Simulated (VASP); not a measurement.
# CuRu12 (a cell with a defect) in VASP: single point with LDA

Aim: the single point of CuRu12 (a cell with a defect) with LDA.

All numbers are computed with VASP 6.6.1; they aren't measurements. Logs are shortened: lines on timing, memory, paths and dates and some standing lists are left out, and cuts for length are marked.

### 1 The cell of the first run

The cell holds a defect, 13 atoms: a = 5.400 Å, b = 8.100 Å, c = 4.277 Å, α = 90.00°, β = 90.00°, γ = 120.00°.

### 2 Single point, LDA

INCAR reads:

```
SYSTEM = CuRu12
ALGO = Normal
EDIFF = 1E-6
ENCUT = 520
GGA = CA
ISIF = 2
ISMEAR = 0
LASPH = .True.
LCHARG = .True.
LELF = .True.
LREAL = .False.
LVHAR = .True.
LWAVE = .False.
NBANDS = 102
NELM = 100
PREC = Accurate
SIGMA = 0.05
```

KPOINTS reads:

```
k-points
0
Gamma
  4 3 4
  0 0 0
```

POSCAR reads:

```
CuRu12
1.0
    5.4000000000      0.0000000000      0.0000000000
   -4.0500000000      7.0148060000      0.0000000000
    0.0000000000      0.0000000000      4.2768000000
Ru Cu
12 1
Direct
   -0.0449641057     -0.0255736224     -0.0531878975
    0.1521590929      0.2414150869      0.5560404976
   -0.0007969254      0.3300176797      0.0406986532
    0.1708520465      0.5566977904      0.4967524785
    0.0022835235      0.6654819820      0.0142548167
    0.1392669568      0.8512737202      0.5294601104
    0.5150534834     -0.0192393061     -0.0566203704
    0.7122703668      0.2477538224      0.5527085672
    0.5277386077      0.3707677732     -0.0302457445
    0.6645381212      0.5565039147      0.4848178545
    0.4962399404      0.6654426366      0.0023218294
    0.6680361226      0.8920627313      0.4587291900
    0.3336951372      0.1110930224      0.2498388982
```

Potentials or basis: VASP PAW LDA potentials, release 64 (Ru_pv, Cu).

Launch:

```sh
$ cat potpaw_LDA.64/Ru_pv/POTCAR potpaw_LDA.64/Cu/POTCAR > POTCAR
$ mpirun -np 1 vasp_std > vasp.out
```

OUTCAR:

```text
SYSTEM = CuRu12
   EDIFF = 1E-6
   ENCUT = 520
   GGA = CA
   ISIF = 2
   ISMEAR = 0
   LASPH = .True.
   LREAL = .False.
   NELM = 100
   PREC = Accurate

 ion  position               nearest neighbor table
   1  0.955  0.974  0.947-  13 2.20   7 2.40   6 2.48  12 2.48  11 2.50   2 2.51  12 2.57   5 2.65
                             3 2.80   7 3.00   6 3.03   9 3.15   2 3.21
   2  0.152  0.241  0.556-  13 2.20   8 2.40   3 2.47   9 2.49   1 2.51   4 2.52   3 2.58  10 2.68
                            12 2.76   8 3.00   9 3.06   6 3.13   1 3.21
   3  0.999  0.330  0.041-   2 2.47   8 2.48   4 2.52   8 2.57   2 2.58  11 2.71   5 2.71   9 2.72
                             9 2.74   7 2.76   1 2.80   4 2.82
   4  0.171  0.557  0.497-   6 2.48   8 2.50   3 2.52   2 2.52   5 2.58  11 2.61  11 2.64  10 2.67
                             5 2.70  12 2.71  10 2.73   3 2.82
   5  0.002  0.665  0.014-   6 2.45   9 2.49  10 2.56   6 2.56   4 2.58   1 2.65  11 2.67   7 2.69
                             4 2.70   3 2.71  11 2.73  10 2.76
   6  0.139  0.851  0.529-  13 2.18   5 2.45   4 2.48   1 2.48  10 2.49   7 2.49   5 2.56  12 2.72
                            12 2.74   1 3.03   7 3.06   2 3.13   8 3.16
   7  0.515  0.981  0.943-  13 2.20   1 2.40  12 2.47   6 2.49   8 2.51  11 2.52  12 2.58   5 2.69
                             3 2.76   1 3.00   6 3.06   9 3.13   8 3.21
   8  0.712  0.248  0.553-  13 2.20   2 2.40   9 2.48   3 2.48   4 2.50   7 2.51   3 2.57  10 2.66
                            12 2.80   2 3.00   9 3.03   6 3.16   7 3.21
   9  0.528  0.371  0.970-  13 2.18  10 2.45  11 2.48   8 2.48   5 2.49   2 2.49  10 2.56   3 2.72
                             3 2.74   8 3.03   2 3.06   7 3.13   1 3.15
  10  0.665  0.557  0.485-   9 2.45   6 2.49   5 2.56   9 2.56  11 2.58   8 2.66   4 2.67   2 2.68
                            11 2.70  12 2.71   4 2.73   5 2.76
  11  0.496  0.665  0.002-   9 2.48   1 2.50  12 2.52   7 2.52  10 2.58   4 2.61   4 2.64   5 2.67
                            10 2.70   3 2.71   5 2.73  12 2.82
  12  0.668  0.892  0.459-   7 2.47   1 2.48  11 2.52   1 2.57   7 2.58   4 2.71  10 2.71   6 2.72
                             6 2.74   2 2.76   8 2.80  11 2.82
  13  0.334  0.111  0.250-   6 2.18   9 2.18   8 2.20   1 2.20   2 2.20   7 2.20

  LATTYP: Found a simple monoclinic cell.
 ALAT       =     5.4000000000
 B/A-ratio  =     0.7920000000
 C/A-ratio  =     1.3228756972
 COS(beta)  =    -0.1889822305

  Lattice vectors:

 A1 = (   5.4000000000,   0.0000000000,   0.0000000000)
 A2 = (   0.0000000000,   0.0000000000,   4.2768000000)
 A3 = (  -1.3500000000,  -7.0148060000,   0.0000000000)

Analysis of symmetry for initial positions (statically):
=====================================================================
 Subroutine PRICEL returns:
 Original cell was already a primitive cell.

 Routine SETGRP: Setting up the symmetry group for a
 simple monoclinic supercell.

 Subroutine GETGRP returns: Found  1 space group operations
 (whereof  1 operations were pure point group operations)
 out of a pool of  4 trial point group operations.

The static configuration has the point symmetry C_1 .

Analysis of symmetry for dynamics (positions and initial velocities):
=====================================================================
 Subroutine PRICEL returns:
 Original cell was already a primitive cell.

 Routine SETGRP: Setting up the symmetry group for a
 simple monoclinic supercell.

 Subroutine GETGRP returns: Found  1 space group operations
 (whereof  1 operations were pure point group operations)
 out of a pool of  4 trial point group operations.

The dynamic configuration has the point symmetry C_1 .

 Subroutine INISYM returns: Found  1 space group operations
 (whereof  1 operations are pure point group operations),
 and found     1 'primitive' translations

----------------------------------------------------------------------------------------

                                     Primitive cell

  volume of cell :     162.0050

  direct lattice vectors                    reciprocal lattice vectors
     5.400000000  0.000000000  0.000000000     0.185185185  0.106916713  0.000000000
    -4.050000000  7.014806000  0.000000000     0.000000000  0.142555617  0.000000000
     0.000000000  0.000000000  4.276800000     0.000000000  0.000000000  0.233819678

  length of vectors
     5.400000000  8.100000199  4.276800000     0.213833431  0.142555617  0.233819678

  position of ions in fractional coordinates (direct lattice)
     0.955035894  0.974426378  0.946812102
     0.152159093  0.241415087  0.556040498
     0.999203075  0.330017680  0.040698653
     0.170852047  0.556697790  0.496752478
     0.002283523  0.665481982  0.014254817
     0.139266957  0.851273720  0.529460110
     0.515053483  0.980760694  0.943379630
     0.712270367  0.247753822  0.552708567
     0.527738608  0.370767773  0.969754255
     0.664538121  0.556503915  0.484817855
     0.496239940  0.665442637  0.002321829
     0.668036123  0.892062731  0.458729190
     0.333695137  0.111093022  0.249838898

  ion indices of the primitive-cell ions
   primitive index   ion index
                 1           1
                 2           2
                 3           3
                 4           4
                 5           5
                 6           6
                 7           7
                 8           8
                 9           9
                10          10
                11          11
                12          12
                13          13

----------------------------------------------------------------------------------------

 KPOINTS: k-points

Automatic generation of k-mesh.
 Grid dimensions read from file:
 generate k-points for:    4    3    4

 Generating k-lattice:

  Cartesian coordinates                     Fractional coordinates (reciprocal lattice)
     0.046296296  0.026729178  0.000000000     0.250000000 -0.000000000  0.000000000
     0.000000000  0.047518539  0.000000000     0.000000000  0.333333333  0.000000000
     0.000000000  0.000000000  0.058454920     0.000000000  0.000000000  0.250000000

  Length of vectors
     0.053458358  0.047518539  0.058454920

  Shift w.r.t. Gamma in fractional coordinates (k-lattice)
     0.000000000  0.000000000  0.000000000

 Subroutine IBZKPT returns following result:
 ===========================================

 Found     26 irreducible k-points:

 Following reciprocal coordinates:
            Coordinates               Weight
  0.000000  0.000000  0.000000      1.000000
  0.250000  0.000000  0.000000      2.000000
  0.500000  0.000000  0.000000      1.000000
  0.000000  0.333333  0.000000      2.000000
  0.250000  0.333333  0.000000      2.000000
  0.500000  0.333333  0.000000      2.000000
[... 16 lines left out ...]
  0.000000  0.333333  0.500000      2.000000
  0.250000  0.333333  0.500000      2.000000
 [... further k-points ...]
   k-points           NKPTS =     26   k-points in BZ     NKDIM =     26   number of bands    NBANDS=    102
   number of dos      NEDOS =    301   number of ions     NIONS =     13
   total plane-waves  NPLWV =  76800
   dimension x,y,z NGX =    40 NGY =   60 NGZ =   32
   dimension x,y,z NGXF=    80 NGYF=  120 NGZF=   64
   ions per type =              12   1
   NGX,Y,Z   is equivalent  to a cutoff of  12.31, 12.31, 12.44 a.u.
   NGXF,Y,Z  is equivalent  to a cutoff of  24.63, 24.63, 24.88 a.u.
 SYSTEM =  CuRu12
   PREC   = accura    normal or accurate (medium, high low for compatibility)
   ISTART =      0    job   : 0-new  1-cont  2-samecut
   ICHARG =      2    charge: 1-file 2-atom 10-const
   ISPIN  =      1    spin polarized calculation?
   LNONCOLLINEAR =      F non collinear calculations
   LSORBIT =      F    spin-orbit coupling
   LASPH  =      T    aspherical Exc in radial PAW
   ENCUT  =  520.0 eV  38.22 Ry    6.18 a.u.  10.04 15.06  7.95*2*pi/ulx,y,z
   NELM   =    100;   NELMIN=  2; NELMDL= -5     # of ELM steps
   EDIFF  = 0.1E-05   stopping-criterion for ELM
   LREAL  =      F    real-space projection
   EDIFFG = 0.1E-04   stopping-criterion for IOM
   NSW    =      0    number of steps for IOM
   IBRION =     -1    ionic relax: 0-MD 1-quasi-New 2-CG
   NFREE  =      0    steps in history (QN), initial steepest desc. (CG)
   ISIF   =      2    stress and relaxation
   ISYM   =      2    0-nonsym 1-usesym 2-fastsym
   POTIM  = 0.5000    time-step for ionic-motion
   TEBEG  =    0.0;   TEEND  =   0.0 temperature during run
   PSTRESS=    0.0 pullay stress
   NELECT =     179.0000    total number of electrons
   NUPDOWN=      -1.0000    fix difference up-down
   EMIN   =  10.00;   EMAX   =-10.00  energy-range for DOS
   EFERMI =   0.00;   METHOD = LEGACY
   ISMEAR =     0;   SIGMA  =   0.05  broadening in eV -4-tet -1-fermi 0-gaus
   EFERMI_NEDOS =   21; number of points for ismear=-14 and -15
   IALGO  =     38    algorithm
   IMIX   =      4    mixing-type and parameters
     AMIX     =   0.40;   BMIX     =  1.00
     AMIX_MAG =   1.60;   BMIX_MAG =  1.00
  volume/ion in A,a.u.               =      12.46        84.10
  Fermi-wavevector in a.u.,A,eV,Ry     =   1.692452  3.198271 38.972448  2.864394
  Thomas-Fermi vector in A             =   2.774036
   LORBIT       =      0    0 simple, 1 ext, 2 COOP (PROOUT), +10 PAW based schemes
   GGA     = CA    functional components
   LHFCALC =     F    Hartree Fock is set to
   AEXX    =    0.0000 exact exchange contribution
   IVDW    =     0    specifies the selected vdW correction
   LEPSILON=     F    determine dielectric tensor
   LRPA    =     F    only Hartree local field effects (RPA)
 non-spin polarized calculation
 Gauss-broadening in eV      SIGMA  =   0.05
  energy-cutoff  :      520.00
  volume of cell :      162.00
 maximum number of plane-waves:      4388
   NGX = 21   NGY = 31   NGZ = 15

 number of electron     179.0000000 magnetization

 Free energy of the ion-electron system (eV)
  ---------------------------------------------------
  ext. energy  EPLUGINS =         0.00000000
  ---------------------------------------------------
  free energy    TOTEN  =      -126.22092985 eV

  energy without entropy =     -126.20844075  energy(sigma->0) =     -126.21468530

 E-fermi :  13.8863     XC(G=0): -14.7243

 val. band max:       13.8698543644   @ k =   0.2500   0.0000   0.0000
 cond. band min:      13.8870001134   @ k =  -0.2500   0.3333   0.5000
 fundamental gap:      0.0171457490
 Fermi energy:        13.8863498356

 k-point     1 :       0.0000    0.0000    0.0000
  band No.  band energies     occupation
      1     -29.9670      2.00000
      2     -29.8695      2.00000
      3     -29.8440      2.00000
      4     -29.7379      2.00000
      5     -29.7342      2.00000
      6     -29.6653      2.00000
[... 93 lines left out ...]
    100      15.4191      0.00000
    101      15.5742      0.00000

 k-point     2 :       0.2500    0.0000    0.0000
  band No.  band energies     occupation
      1     -29.9267      2.00000
      2     -29.8244      2.00000
      3     -29.7988      2.00000
      4     -29.7635      2.00000
      5     -29.7017      2.00000
      6     -29.6822      2.00000
[... 2277 lines left out ...]
    100      15.3312      0.00000
    101      15.3812      0.00000

 k-point    24 :       0.2500    0.3333    0.5000
  band No.  band energies     occupation
      1     -29.9985      2.00000
      2     -29.9443      2.00000
      3     -29.8481      2.00000
      4     -29.7899      2.00000
      5     -29.7234      2.00000
      6     -29.6749      2.00000
[... 93 lines left out ...]
    100      15.2985      0.00000
    101      15.3670      0.00000

 [... further k-points ...]

 [bands above 101 left out]

------------------------ aborting loop because EDIFF is reached ----------------------------------------

  FORCE on cell =-STRESS in cart. coord.  units (eV):
  Direction    XX          YY          ZZ          XY          YZ          ZX
  --------------------------------------------------------------------------------------
  -------------------------------------------------------------------------------------
  Total       25.6891715     32.2605712     35.8328898      0.2795006      1.4529628     -1.0722283
  in kB      254.0576724    319.0467092    354.3757944      2.7641716     14.3693364    -10.6039939
  external PRESSURE =     309.1600586 kB  Pullay stress =       0.0000000 kB

 VOLUME and BASIS-vectors are now :
 -----------------------------------------------------------------------------
  energy-cutoff  :      520.00
  volume of cell :      162.00
      direct lattice vectors                 reciprocal lattice vectors
     5.400000000  0.000000000  0.000000000     0.185185185  0.106916713  0.000000000
    -4.050000000  7.014806000  0.000000000     0.000000000  0.142555617  0.000000000
     0.000000000  0.000000000  4.276800000     0.000000000  0.000000000  0.233819678

 POSITION                                       TOTAL-FORCE (eV/Angst)
 -----------------------------------------------------------------------------------
      1.21077      6.83541      4.04933         0.040998      0.013625      0.007494
     -0.15607      1.69348      2.37807         0.049119     -0.019925     -0.034440
      4.05913      2.31501      0.17406        -0.002639      0.002548      0.022454
     -1.33203      3.90513      2.12451         0.012106      0.027176      0.026167
     -2.68287      4.66823      0.06097         0.016200      0.006377      0.007601
     -2.69562      5.97152      2.26440         0.009505      0.019624     -0.014288
     -1.19079      6.87985      4.03465        -0.051286      0.007960      0.026437
      2.84286      1.73794      2.36382        -0.044134     -0.017614     -0.015831
      1.34818      2.60086      4.14744        -0.007356     -0.018304      0.019605
      1.33466      3.90377      2.07347        -0.004624      0.003431     -0.001035
     -0.01535      4.66795      0.00993        -0.010290     -0.021869     -0.020502
     -0.00546      6.25765      1.96189        -0.005613     -0.003158     -0.021405
      1.35203      0.77930      1.06851        -0.001986      0.000130     -0.002257
 -----------------------------------------------------------------------------------
    total drift:                                0.000600     -0.000277     -0.000008

  FREE ENERGIE OF THE ION-ELECTRON SYSTEM (eV)
  ---------------------------------------------------
  free  energy   TOTEN  =      -126.2209298452 eV

  energy  without entropy=     -126.2084407537  energy(sigma->0) =     -126.21468530
```

Run time: 11 min. Hardware: 1 thread of Intel Xeon Platinum 8259CL at 2.50GHz (Skylake/Cascade Lake), shared host; peak memory 0.41 GiB.

Results:

```
Free energy   : -126.2209 eV
Pressure      : 30.9 GPa
Largest force : 0.063 eV/Å
```

Forces in eV/Å, atoms in the order of the input:
```
Ru   0.041  0.014  0.007
Ru   0.049 -0.020 -0.034
Ru  -0.003  0.003  0.022
Ru   0.012  0.027  0.026
Ru   0.016  0.006  0.008
Ru   0.010  0.020 -0.014
Ru  -0.051  0.008  0.026
Ru  -0.044 -0.018 -0.016
Ru  -0.007 -0.018  0.020
Ru  -0.005  0.003 -0.001
Ru  -0.010 -0.022 -0.021
Ru  -0.006 -0.003 -0.021
Cu  -0.002  0.000 -0.002
```

Caveat: the k points lie up to 0.37 Å⁻¹ apart.
